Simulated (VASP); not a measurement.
# Te (P6_3/mmc) in VASP: notebook

Te is run at these levels: revPBE; tasks: single point.

All numbers are computed with VASP 6.6.1; they aren't measurements. Logs are shortened: lines on timing, memory, paths and dates and some standing lists are left out, and cuts for length are marked.

## Step 1: The cell of the first run

The structure is hexagonal, space group P6_3/mmc (No. 194). The conventional cell has a = 4.295 Å, b = 4.295 Å, c = 8.311 Å, α = 90.00°, β = 90.00°, γ = 120.00°. Te (site symmetry -3m) has 14 Te at 3.24 to 4.30 Å within 4.3 Å. Te (site symmetry -6m2) has 12 Te at 3.24 to 4.30 Å within 4.3 Å.

This isn't the form of Te at room conditions, which is trigonal, of chains.

## Step 2: Single point, revPBE

Contents of INCAR:

```
ALGO = Normal ; EDIFF = 1E-6
ENCUT = 520 ; GGA = RE
ISIF = 2 ; ISMEAR = -1
LASPH = True ; LCHARG = False
LREAL = False ; LWAVE = False
NBANDS = 20 ; NELM = 100
PREC = Accurate ; SIGMA = 0.1
```

Contents of KPOINTS:

```
k-points
0
Gamma
  11 11 3
```

Contents of POSCAR:

```
Te
1.0
    4.2950400623      0.0000000000      0.0000000000
   -2.1475200311      3.7196138043      0.0000000000
    0.0000000000      0.0000000000      8.3107991365
Te
4
Direct
    0.0000000000      1.0000000000      0.0000000000
    0.0000000000      1.0000000000      0.5000000000
    0.3333333333      0.6666666667      0.2500000000
    0.6666666667      0.3333333333      0.7500000000
```

Potentials or basis: VASP PAW PBE potentials, release 64 (Te).

Launch:

```console
> cat potpaw_PBE.64/Te/POTCAR > POTCAR
> mpirun -np 1 vasp_std > vasp.out
```

OUTCAR:

```text
EDIFF = 1E-6
   ENCUT = 520
   GGA = RE
   ISIF = 2
   ISMEAR = -1
   LASPH = True
   LREAL = False
   NELM = 100
   PREC = Accurate

 ion  position               nearest neighbor table
   1  0.000  0.000  0.000-   3 3.24   4 3.24   4 3.24   3 3.24   4 3.24   3 3.24
   2  0.000  0.000  0.500-   3 3.24   4 3.24   4 3.24   3 3.24   4 3.24   3 3.24
   3  0.333  0.667  0.250-   1 3.24   2 3.24   1 3.24   2 3.24   1 3.24   2 3.24
   4  0.667  0.333  0.750-   1 3.24   2 3.24   1 3.24   2 3.24   1 3.24   2 3.24

  LATTYP: Found a hexagonal cell.
 ALAT       =     4.2950400623
 C/A-ratio  =     1.9349759294

  Lattice vectors:

 A1 = (   4.2950400623,   0.0000000000,   0.0000000000)
 A2 = (  -2.1475200311,   3.7196138043,   0.0000000000)
 A3 = (   0.0000000000,   0.0000000000,   8.3107991365)

Analysis of symmetry for initial positions (statically):
=====================================================================
 Subroutine PRICEL returns:
 Original cell was already a primitive cell.

 Routine SETGRP: Setting up the symmetry group for a
 hexagonal supercell.

 Subroutine GETGRP returns: Found 24 space group operations
 (whereof 12 operations were pure point group operations)
 out of a pool of 24 trial point group operations.

The static configuration has the point symmetry D_3d.
 The point group associated with its full space group is D_6h.

Analysis of symmetry for dynamics (positions and initial velocities):
=====================================================================
 Subroutine PRICEL returns:
 Original cell was already a primitive cell.

 Routine SETGRP: Setting up the symmetry group for a
 hexagonal supercell.

 Subroutine GETGRP returns: Found 24 space group operations
 (whereof 12 operations were pure point group operations)
 out of a pool of 24 trial point group operations.

The dynamic configuration has the point symmetry D_3d.
 The point group associated with its full space group is D_6h.

 Subroutine INISYM returns: Found 24 space group operations
 (whereof 12 operations are pure point group operations),
 and found     1 'primitive' translations

----------------------------------------------------------------------------------------

                                     Primitive cell

  volume of cell :     132.7724

  direct lattice vectors                    reciprocal lattice vectors
     4.295040062  0.000000000  0.000000000     0.232826699  0.134422557  0.000000000
    -2.147520031  3.719613804  0.000000000     0.000000000  0.268845115  0.000000000
     0.000000000  0.000000000  8.310799137     0.000000000  0.000000000  0.120325372

  length of vectors
     4.295040062  4.295040062  8.310799137     0.268845115  0.268845115  0.120325372

  position of ions in fractional coordinates (direct lattice)
     0.000000000  0.000000000  0.000000000
     0.000000000  0.000000000  0.500000000
     0.333333333  0.666666667  0.250000000
     0.666666667  0.333333333  0.750000000

  ion indices of the primitive-cell ions
   primitive index   ion index
                 1           1
                 2           2
                 3           3
                 4           4

----------------------------------------------------------------------------------------

 KPOINTS: k-points

Automatic generation of k-mesh.
 Grid dimensions read from file:
 generate k-points for:   11   11    3

 Generating k-lattice:

  Cartesian coordinates                     Fractional coordinates (reciprocal lattice)
     0.021166064  0.012220232  0.000000000     0.090909091 -0.000000000  0.000000000
     0.000000000  0.024440465  0.000000000     0.000000000  0.090909091  0.000000000
     0.000000000  0.000000000  0.040108457     0.000000000  0.000000000  0.333333333

  Length of vectors
     0.024440465  0.024440465  0.040108457

  Shift w.r.t. Gamma in fractional coordinates (k-lattice)
     0.000000000  0.000000000  0.000000000

 Subroutine IBZKPT returns following result:
 ===========================================

 Found     32 irreducible k-points:

 Following reciprocal coordinates:
            Coordinates               Weight
  0.000000  0.000000  0.000000      1.000000
  0.090909  0.000000  0.000000      6.000000
  0.181818 -0.000000  0.000000      6.000000
  0.272727  0.000000  0.000000      6.000000
  0.363636  0.000000  0.000000      6.000000
  0.454545  0.000000  0.000000      6.000000
[... 16 lines left out ...]
  0.090909  0.090909  0.333333     12.000000
  0.181818  0.090909  0.333333     24.000000
 [... further k-points ...]
   k-points           NKPTS =     32   k-points in BZ     NKDIM =     32   number of bands    NBANDS=     20
   number of dos      NEDOS =    301   number of ions     NIONS =      4
   total plane-waves  NPLWV =  65536
   dimension x,y,z NGX =    32 NGY =   32 NGZ =   64
   dimension x,y,z NGXF=    64 NGYF=   64 NGZF=  128
   ions per type =               4
   NGX,Y,Z   is equivalent  to a cutoff of  12.39, 12.39, 12.80 a.u.
   NGXF,Y,Z  is equivalent  to a cutoff of  24.77, 24.77, 25.60 a.u.
 SYSTEM =  unknown system
   PREC   = accura    normal or accurate (medium, high low for compatibility)
   ISTART =      0    job   : 0-new  1-cont  2-samecut
   ICHARG =      2    charge: 1-file 2-atom 10-const
   ISPIN  =      1    spin polarized calculation?
   LNONCOLLINEAR =      F non collinear calculations
   LSORBIT =      F    spin-orbit coupling
   LASPH  =      T    aspherical Exc in radial PAW
   ENCUT  =  520.0 eV  38.22 Ry    6.18 a.u.   7.99  7.99 15.45*2*pi/ulx,y,z
   NELM   =    100;   NELMIN=  2; NELMDL= -5     # of ELM steps
   EDIFF  = 0.1E-05   stopping-criterion for ELM
   LREAL  =      F    real-space projection
   EDIFFG = 0.1E-04   stopping-criterion for IOM
   NSW    =      0    number of steps for IOM
   IBRION =     -1    ionic relax: 0-MD 1-quasi-New 2-CG
   NFREE  =      0    steps in history (QN), initial steepest desc. (CG)
   ISIF   =      2    stress and relaxation
   ISYM   =      2    0-nonsym 1-usesym 2-fastsym
   POTIM  = 0.5000    time-step for ionic-motion
   TEBEG  =    0.0;   TEEND  =   0.0 temperature during run
   PSTRESS=    0.0 pullay stress
   NELECT =      24.0000    total number of electrons
   NUPDOWN=      -1.0000    fix difference up-down
   EMIN   =  10.00;   EMAX   =-10.00  energy-range for DOS
   EFERMI =   0.00;   METHOD = LEGACY
   ISMEAR =    -1;   SIGMA  =   0.10  broadening in eV -4-tet -1-fermi 0-gaus
   EFERMI_NEDOS =   21; number of points for ismear=-14 and -15
   IALGO  =     38    algorithm
   IMIX   =      4    mixing-type and parameters
     AMIX     =   0.40;   BMIX     =  1.00
     AMIX_MAG =   1.60;   BMIX_MAG =  1.00
  volume/ion in A,a.u.               =      33.19       224.00
  Fermi-wavevector in a.u.,A,eV,Ry     =   0.925641  1.749208 11.657627  0.856811
  Thomas-Fermi vector in A             =   2.051517
   LORBIT       =      0    0 simple, 1 ext, 2 COOP (PROOUT), +10 PAW based schemes
   GGA     = RE    functional components
   LHFCALC =     F    Hartree Fock is set to
   AEXX    =    0.0000 exact exchange contribution
   IVDW    =     0    specifies the selected vdW correction
   LEPSILON=     F    determine dielectric tensor
   LRPA    =     F    only Hartree local field effects (RPA)
 non-spin polarized calculation
  energy-cutoff  :      520.00
  volume of cell :      132.77
 maximum number of plane-waves:      3593
 NGX is ok and might be reduce to    32
   NGX = 15   NGY = 15   NGZ = 31

 number of electron      23.9999998 magnetization

 Free energy of the ion-electron system (eV)
  ---------------------------------------------------
  ext. energy  EPLUGINS =         0.00000000
  ---------------------------------------------------
  free energy    TOTEN  =       -10.71473923 eV

  energy without entropy =      -10.59260380  energy(sigma->0) =      -10.65367151

 E-fermi :   6.2683     XC(G=0):  -9.1638

 val. band max:        6.2423935054   @ k =   0.1818   0.0909   0.0000
 cond. band min:       6.2710492067   @ k =   0.1818   0.1818   0.3333
 fundamental gap:      0.0286557014
 Fermi energy:         6.2683385647

 k-point     1 :       0.0000    0.0000    0.0000
  band No.  band energies     occupation
      1      -7.1548      2.00000
      2      -5.4073      2.00000
      3      -5.3081      2.00000
      4      -2.2414      2.00000
      5       2.5218      2.00000
      6       3.8767      2.00000
[... 12 lines left out ...]
     19      11.6986      0.00000
     20      12.0890      0.00000

 k-point     2 :       0.0909    0.0000    0.0000
  band No.  band energies     occupation
      1      -7.0865      2.00000
      2      -5.3631      2.00000
      3      -5.2611      2.00000
      4      -2.3562      2.00000
      5       2.5867      2.00000
      6       3.6168      2.00000
[... 12 lines left out ...]
     19      11.9155      0.00000
     20      12.3008      0.00000

 k-point     3 :       0.1818   -0.0000    0.0000
  band No.  band energies     occupation
      1      -6.8846      2.00000
      2      -5.2408      2.00000
      3      -5.1285      2.00000
      4      -2.6833      2.00000
      5       2.6924      2.00000
      6       2.7329      2.00000
[... 12 lines left out ...]
     19      12.5177      0.00000
     20      12.5610      0.00000

 k-point     4 :       0.2727    0.0000    0.0000
  band No.  band energies     occupation
      1      -6.5608      2.00000
      2      -5.0763      2.00000
      3      -4.9378      2.00000
      4      -3.1636      2.00000
      5       1.7985      2.00000
      6       2.2501      2.00000
[... 12 lines left out ...]
     19      12.0123      0.00000
     20      13.0428      0.00000

 k-point     5 :       0.3636    0.0000    0.0000
  band No.  band energies     occupation
      1      -6.1436      2.00000
      2      -4.9525      2.00000
      3      -4.7408      2.00000
      4      -3.6778      2.00000
      5       1.1169      2.00000
      6       1.5696      2.00000
[... 12 lines left out ...]
     19      13.1314      0.00000
     20      13.4812      0.00000

 k-point     6 :       0.4545    0.0000    0.0000
  band No.  band energies     occupation
      1      -5.7285      2.00000
      2      -5.0053      2.00000
      3      -4.6108      2.00000
      4      -4.0114      2.00000
      5       0.7410      2.00000
      6       1.1840      2.00000
[... 12 lines left out ...]
     19      13.9604      0.00000
     20      13.9731      0.00000

 k-point     7 :       0.0909    0.0909    0.0000
  band No.  band energies     occupation
      1      -6.9513      2.00000
      2      -5.2796      2.00000
      3      -5.1712      2.00000
      4      -2.5772      2.00000
      5       2.7078      2.00000
      6       2.9296      2.00000
[... 12 lines left out ...]
     19      12.3034      0.00000
     20      12.6437      0.00000
[... 277 lines left out ...]
 k-point    20 :       0.2727    0.0000    0.3333
  band No.  band energies     occupation
      1      -6.3725      2.00000
      2      -5.8296      2.00000
      3      -4.0938      2.00000
      4      -3.4034      2.00000
      5       1.6402      2.00000
      6       2.1754      2.00000
[... 12 lines left out ...]
     19      12.2864      0.00000
     20      13.1055      0.00000

 k-point    21 :       0.3636    0.0000    0.3333
  band No.  band energies     occupation
      1      -5.9764      2.00000
      2      -5.5101      2.00000
      3      -4.2083      2.00000
      4      -3.8050      2.00000
      5       1.2519      2.00000
      6       2.0176      2.00000
[... 12 lines left out ...]
     19      13.4535      0.00000
     20      13.9271      0.00000

 k-point    22 :       0.4545    0.0000    0.3333
  band No.  band energies     occupation
      1      -5.5981      2.00000
      2      -5.2692      2.00000
      3      -4.4013      2.00000
      4      -4.1318      2.00000
      5       1.1854      2.00000
      6       1.6291      2.00000
[... 12 lines left out ...]
     19      13.6667      0.00000
     20      14.5697      0.00000

 k-point    23 :       0.0909    0.0909    0.3333
  band No.  band energies     occupation
      1      -6.7494      2.00000
      2      -6.1578      2.00000
      3      -4.0827      2.00000
      4      -3.0306      2.00000
      5       2.4620      2.00000
      6       2.6317      2.00000
[... 12 lines left out ...]
     19      11.9577      0.00000
     20      12.2944      0.00000

 k-point    24 :       0.1818    0.0909    0.3333
  band No.  band energies     occupation
      1      -6.4944      2.00000
      2      -5.9336      2.00000
      3      -4.0783      2.00000
      4      -3.2775      2.00000
      5       1.9350      2.00000
      6       2.2241      2.00000
[... 12 lines left out ...]
     19      11.5665      0.00000
     20      12.5642      0.00000

 [... further k-points ...]

------------------------ aborting loop because EDIFF is reached ----------------------------------------

  FORCE on cell =-STRESS in cart. coord.  units (eV):
  Direction    XX          YY          ZZ          XY          YZ          ZX
  --------------------------------------------------------------------------------------
  -------------------------------------------------------------------------------------
  Total       -0.0605387     -0.0605387     -0.0625061     -0.0000000      0.0000000     -0.0000000
  in kB       -0.7305257     -0.7305257     -0.7542671     -0.0000000      0.0000000     -0.0000000
  external PRESSURE =      -0.7384395 kB  Pullay stress =       0.0000000 kB

 VOLUME and BASIS-vectors are now :
 -----------------------------------------------------------------------------
  energy-cutoff  :      520.00
  volume of cell :      132.77
      direct lattice vectors                 reciprocal lattice vectors
     4.295040062  0.000000000  0.000000000     0.232826699  0.134422557  0.000000000
    -2.147520031  3.719613804  0.000000000     0.000000000  0.268845115  0.000000000
     0.000000000  0.000000000  8.310799137     0.000000000  0.000000000  0.120325372

 POSITION                                       TOTAL-FORCE (eV/Angst)
 -----------------------------------------------------------------------------------
      0.00000      0.00000      0.00000        -0.000000      0.000000      0.000000
      0.00000      0.00000      4.15540        -0.000000      0.000000      0.000000
     -0.00000      2.47974      2.07770        -0.000000      0.000000      0.000000
      2.14752      1.23987      6.23310         0.000000     -0.000000     -0.000000
 -----------------------------------------------------------------------------------
    total drift:                                0.000000     -0.000000      0.000000

  FREE ENERGIE OF THE ION-ELECTRON SYSTEM (eV)
  ---------------------------------------------------
  free  energy   TOTEN  =       -10.7147392251 eV

  energy  without entropy=      -10.5926038040  energy(sigma->0) =      -10.65367151
```

It took 37 s on 1 thread of Oxide Virtual Turin-like, shared host; peak memory 0.22 GiB.

Results:

| Property | Result |
| --- | --- |
| Free energy | -10.7147 eV |
| Pressure | -0.1 GPa |
| Band gap on the k mesh | zero (bands 12 and 13 overlap by 1.69 eV) |

Levels at points of the mesh, in eV from the Fermi level:
```csv
k point,band 8,band 9,band 10,band 11,band 12,band 13,band 14,band 15,band 16,band 17
"(0.00, 0.00, 0.00)",-1.31,-1.25,-1.25,-0.86,-0.86,-0.83,0.78,0.78,2.24,3.33
```

Caveat: the PAW data sets were made with another functional, which shifts forces and pressure a little; spin-orbit coupling is left out, which moves the levels of the heavy elements.

(Part 1 of 2 ends here.)

The gap in the log of VASP goes by the Fermi energy; the results here count the filled bands.